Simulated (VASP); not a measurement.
# As in VASP: notebook

As is run at these levels: PBE; tasks: single point.

Everything below comes from runs of VASP 6.6.1. Logs are shortened: lines on timing, memory, paths and dates and some standing lists are left out, and cuts for length are marked.

## 1. The cell of the first run

The cell holds a slab with vacuum, 2 atoms: a = 3.670 Å, b = 3.670 Å, c = 28.000 Å, α = 90.00°, β = 90.00°, γ = 120.00°.

## 2. Single point, PBE

Input file INCAR:

```
SYSTEM = As
PREC = Accurate
ENCUT = 520
EDIFF = 1E-6
ISMEAR = 0
SIGMA = 0.02
LREAL = .FALSE.
LASPH = .TRUE.
NELM = 60
ALGO = Normal
ISIF = 2
LWAVE = .FALSE.
LCHARG = .FALSE.
LDIPOL = .TRUE.
IDIPOL = 3
DIPOL = 0.5 0.5 0.500
GGA = PE
NBANDS = 12
```

Input file KPOINTS:

```
regular mesh
0
G
  9 9 1
  0 0 0
```

Input file POSCAR:

```
As
1.0
    3.6700000000      0.0000000000      0.0000000000
   -1.8350000000      3.1783132319      0.0000000000
    0.0000000000      0.0000000000     28.0000000000
As
2
Direct
    0.3333333333      0.6666666667      0.5212857143
    0.6666666667      0.3333333333      0.4787142857
```

Potentials or basis: VASP PAW PBE potentials, release 64 (As).

The run is started by

```
$ cat potpaw_PBE.64/As/POTCAR > POTCAR
$ mpirun -np 1 vasp_std > vasp.out
```

OUTCAR:

```text
SYSTEM = As
   PREC = Accurate
   ENCUT = 520
   EDIFF = 1E-6
   ISMEAR = 0
   LREAL = .FALSE.
   LASPH = .TRUE.
   NELM = 60
   ISIF = 2
   GGA = PE

 ion  position               nearest neighbor table
   1  0.333  0.667  0.521-   2 2.43   2 2.43   2 2.43
   2  0.667  0.333  0.479-   1 2.43   1 2.43   1 2.43

  LATTYP: Found a hexagonal cell.
 ALAT       =     3.6700000000
 C/A-ratio  =     7.6294277929

  Lattice vectors:

 A1 = (   3.6700000000,   0.0000000000,   0.0000000000)
 A2 = (  -1.8350000000,   3.1783132319,   0.0000000000)
 A3 = (   0.0000000000,   0.0000000000,  28.0000000000)

Analysis of symmetry for initial positions (statically):
=====================================================================
 Subroutine PRICEL returns:
 Original cell was already a primitive cell.

 Routine SETGRP: Setting up the symmetry group for a
 hexagonal supercell.

 Subroutine GETGRP returns: Found 12 space group operations
 (whereof 12 operations were pure point group operations)
 out of a pool of 24 trial point group operations.

The static configuration has the point symmetry D_3d.

Analysis of symmetry for dynamics (positions and initial velocities):
=====================================================================
 Subroutine PRICEL returns:
 Original cell was already a primitive cell.

 Routine SETGRP: Setting up the symmetry group for a
 hexagonal supercell.

 Subroutine GETGRP returns: Found 12 space group operations
 (whereof 12 operations were pure point group operations)
 out of a pool of 24 trial point group operations.

The dynamic configuration has the point symmetry D_3d.

 Subroutine INISYM returns: Found 12 space group operations
 (whereof 12 operations are pure point group operations),
 and found     1 'primitive' translations

----------------------------------------------------------------------------------------

                                     Primitive cell

  volume of cell :     326.6035

  direct lattice vectors                    reciprocal lattice vectors
     3.670000000  0.000000000  0.000000000     0.272479564  0.157316150  0.000000000
    -1.835000000  3.178313232  0.000000000     0.000000000  0.314632299  0.000000000
     0.000000000  0.000000000 28.000000000     0.000000000  0.000000000  0.035714286

  length of vectors
     3.670000000  3.670000000 28.000000000     0.314632299  0.314632299  0.035714286

[... 83 lines left out ...]
   EFERMI_NEDOS =   21; number of points for ismear=-14 and -15
   IALGO  =     38    algorithm
   IMIX   =      4    mixing-type and parameters
     AMIX     =   0.40;   BMIX     =  1.00
     AMIX_MAG =   1.60;   BMIX_MAG =  1.00
  volume/ion in A,a.u.               =     163.30      1102.01
  Fermi-wavevector in a.u.,A,eV,Ry     =   0.512155  0.967832  3.568842  0.262303
  Thomas-Fermi vector in A             =   1.526000
   LORBIT       =      0    0 simple, 1 ext, 2 COOP (PROOUT), +10 PAW based schemes
   GGA     = PE    functional components
   LHFCALC =     F    Hartree Fock is set to
   AEXX    =    0.0000 exact exchange contribution
   IVDW    =     0    specifies the selected vdW correction
   LEPSILON=     F    determine dielectric tensor
   LRPA    =     F    only Hartree local field effects (RPA)
 non-spin polarized calculation
 Gauss-broadening in eV      SIGMA  =   0.02
  energy-cutoff  :      520.00
  volume of cell :      326.60
 maximum number of plane-waves:      8832
 NGX is ok and might be reduce to    28
   NGX = 13   NGY = 13   NGZ =105

 number of electron      10.0000000 magnetization

 dipolmoment           0.000000      0.000000      0.000000 electrons x Angstroem

 number of electron       9.9999999 magnetization

 dipolmoment           0.000000      0.000000     -0.000000 electrons x Angstroem

 Free energy of the ion-electron system (eV)
  ---------------------------------------------------
  ext. energy  EPLUGINS =         0.00000000
  ---------------------------------------------------
  free energy    TOTEN  =        -9.09265284 eV

  energy without entropy =       -9.09265284  energy(sigma->0) =       -9.09265284

 E-fermi :  -3.9078     XC(G=0):  -1.8690

 val. band max:       -4.0543208524   @ k =   0.1111   0.1111   0.0000
 cond. band min:      -3.3534731353   @ k =   0.0000   0.0000   0.0000
 fundamental gap:      0.7008477170
 Fermi energy:        -3.9077526199

 k-point     1 :       0.0000    0.0000    0.0000
  band No.  band energies     occupation
      1     -18.2396      2.00000
      2     -10.8483      2.00000
      3      -5.2323      2.00000
      4      -5.2323      2.00000
      5      -4.1107      2.00000
      6      -3.3535      0.00000
      7      -1.1454      0.00000
      8      -1.1454      0.00000
      9       0.7109      0.00000
     10       0.9802      0.00000
     11       1.4726      0.00000
     12       1.6818      0.00000
[... 151 lines left out ...]
 k-point    12 :       0.3333    0.3333    0.0000
  band No.  band energies     occupation
      1     -14.7327      2.00000
      2     -14.7327      2.00000
      3      -9.2202      2.00000
      4      -6.0645      2.00000
      5      -6.0645      2.00000
      6      -1.6377      0.00000
      7       0.8472      0.00000
      8       0.8472      0.00000
      9       3.6390      0.00000
     10       3.9181      0.00000
     11       3.9181      0.00000
     12       4.9589      0.00000

------------------------ aborting loop because EDIFF is reached ----------------------------------------

 vacuum level on the upper side and lower side of the slab       (xc-potential included)        -0.127        -0.127

  FORCE on cell =-STRESS in cart. coord.  units (eV):
  Direction    XX          YY          ZZ          XY          YZ          ZX
  --------------------------------------------------------------------------------------
  -------------------------------------------------------------------------------------
  Total        0.8065778      0.8065778      2.9253321      0.0000000     -0.0000000     -0.0000000
  in kB        3.9567267      3.9567267     14.3504320      0.0000000     -0.0000000     -0.0000000
  external PRESSURE =       7.4212951 kB  Pullay stress =       0.0000000 kB

 VOLUME and BASIS-vectors are now :
 -----------------------------------------------------------------------------
  energy-cutoff  :      520.00
  volume of cell :      326.60
      direct lattice vectors                 reciprocal lattice vectors
     3.670000000  0.000000000  0.000000000     0.272479564  0.157316150  0.000000000
    -1.835000000  3.178313232  0.000000000     0.000000000  0.314632299  0.000000000
     0.000000000  0.000000000 28.000000000     0.000000000  0.000000000  0.035714286

 POSITION                                       TOTAL-FORCE (eV/Angst)
 -----------------------------------------------------------------------------------
     -0.00000      2.11888     14.59600         0.000000     -0.000000      2.449241
      1.83500      1.05944     13.40400        -0.000000      0.000000     -2.449241
 -----------------------------------------------------------------------------------
    total drift:                                0.000000     -0.000000      0.000000

  FREE ENERGIE OF THE ION-ELECTRON SYSTEM (eV)
  ---------------------------------------------------
  free  energy   TOTEN  =        -9.0926528367 eV

  energy  without entropy=       -9.0926528367  energy(sigma->0) =       -9.09265284

 vacuum level on the upper side and lower side of the slab         1.338         1.338
```

OSZICAR:

```text
N       E                     dE             d eps       ncg     rms          rms(c)
DAV:   1     0.673188034548E+02    0.67319E+02   -0.27169E+03   288   0.524E+02
DAV:   2    -0.202487254698E+01   -0.69344E+02   -0.58118E+02   456   0.868E+01
DAV:   3    -0.911328235171E+01   -0.70884E+01   -0.70716E+01   452   0.387E+01
DAV:   4    -0.918879156667E+01   -0.75509E-01   -0.75480E-01   352   0.451E+00
DAV:   5    -0.918974452795E+01   -0.95296E-03   -0.95294E-03   424   0.531E-01    0.372E+00
DAV:   6    -0.912102002456E+01    0.68725E-01   -0.42627E-02   380   0.104E+00    0.227E+00
DAV:   7    -0.909232729764E+01    0.28693E-01   -0.94979E-02   348   0.153E+00    0.164E-01
DAV:   8    -0.909238768569E+01   -0.60388E-04   -0.77149E-03   324   0.492E-01    0.798E-02
DAV:   9    -0.909250900184E+01   -0.12132E-03   -0.26576E-04   348   0.944E-02    0.345E-02
DAV:  10    -0.909260262491E+01   -0.93623E-04   -0.10401E-04   332   0.569E-02    0.119E-02
DAV:  11    -0.909262564872E+01   -0.23024E-04   -0.21720E-05   380   0.228E-02    0.776E-03
DAV:  12    -0.909265267900E+01   -0.27030E-04   -0.13567E-05   356   0.166E-02    0.127E-02
DAV:  13    -0.909265283672E+01   -0.15772E-06   -0.74925E-07   328   0.448E-03
   1 F= -.90926528E+01 E0= -.90926528E+01  d E =-.396343E-26
```

stdout:

```text
POSCAR found type information on POSCAR As
 POSCAR found :  1 types and       2 ions
 scaLAPACK will be used
 LDA part: xc-table for (Slater+PW92), standard interpolation
 POSCAR, INCAR and KPOINTS ok, starting setup
 FFT: planning ... GRIDC
 FFT: planning ... GRID_SOFT
 FFT: planning ... GRID
 WAVECAR not read
 entering main loop
```

Run time: 40 s. Hardware: 1 thread of Intel Xeon Platinum 8124M at 3.00GHz (Skylake/Cascade Lake), shared host; peak memory 0.39 GiB.

What came out:

| Item | Value |
| --- | --- |
| Free energy | -9.0927 eV |
| Largest force | 2.449 eV/Å |
| Band gap on the k mesh | 0.70 eV, indirect (least direct gap 0.76 eV) |

Forces on the atoms (eV/Å):
```
As   0.000  0.000  2.449
As   0.000  0.000 -2.449
```

Levels at points of the mesh, in eV from the valence-band top:
| k point | band 1 | band 2 | band 3 | band 4 | band 5 | band 6 | band 7 | band 8 | band 9 | band 10 |
| --- | --- | --- | --- | --- | --- | --- | --- | --- | --- | --- |
| (0.00, 0.00, 0.00) | -14.19 | -6.79 | -1.18 | -1.18 | -0.06 | 0.70 | 2.91 | 2.91 | 4.77 | 5.03 |

## 3. Single point, PBE

Input file INCAR:

```
SYSTEM = As
PREC     = Accurate       ! precision mode
ENCUT    = 520            ! plane-wave cutoff, eV
EDIFF    = 1E-7           ! SCF threshold, eV
ISMEAR   = 0              ! smearing method
SIGMA    = 0.02           ! smearing width, eV
LREAL    = .False.        ! projectors in reciprocal space
LASPH    = .True.         ! aspherical terms in the spheres
NELM     = 80             ! most SCF steps
ALGO     = Normal         ! electronic algorithm
ISIF     = 2              ! what is computed and relaxed
LWAVE    = .False.        ! write WAVECAR
LCHARG   = .False.        ! write CHGCAR
LDIPOL   = .True.       
IDIPOL   = 3            
DIPOL    = 0.5 0.5 0.500
GGA      = PE             ! functional
NBANDS   = 12             ! bands
```

Input file KPOINTS:

```
Automatic mesh
0
Gamma
  9 9 1
  0 0 0
```

Input file POSCAR:

```
As
1.0
    3.6700000000      0.0000000000      0.0000000000
   -1.8350000000      3.1783132319      0.0000000000
    0.0000000000      0.0000000000     28.0000000000
As
2
Direct
    0.3333333333      0.6666666667      0.5319285714
    0.6666666667      0.3333333333      0.4680714286
```

Potentials or basis: VASP PAW PBE potentials, release 64 (As).

The run is started by

```
$ cat potpaw_PBE.64/As/POTCAR > POTCAR
$ mpirun -np 1 vasp_std > vasp.out
```

Run time: 69 s. Hardware: 1 thread of Intel Xeon Platinum 8124M at 3.00GHz (Skylake/Cascade Lake), shared host; peak memory 0.41 GiB.

It converged, with:

* Free energy: -8.4795 eV
* Largest force: 3.485 eV/Å
* Band gap on the k mesh: zero (band 5 reaches -2.62 eV, above the bottom of band 6 at -2.63 eV)

Forces in eV/Å, atoms in the order of the input:
```
As   0.000  0.000 -3.485
As   0.000  0.000  3.485
```

Levels at points of the mesh, in eV from the Fermi level:
```
           k point  band 1  band 2  band 3  band 4  band 5  band 6  band 7  band 8  band 9  band 10
(0.00, 0.00, 0.00)  -13.10   -9.21   -2.42    0.00    0.00    1.05    2.22    2.22    3.54     3.63
```

(Part 1 of 2 ends here.)
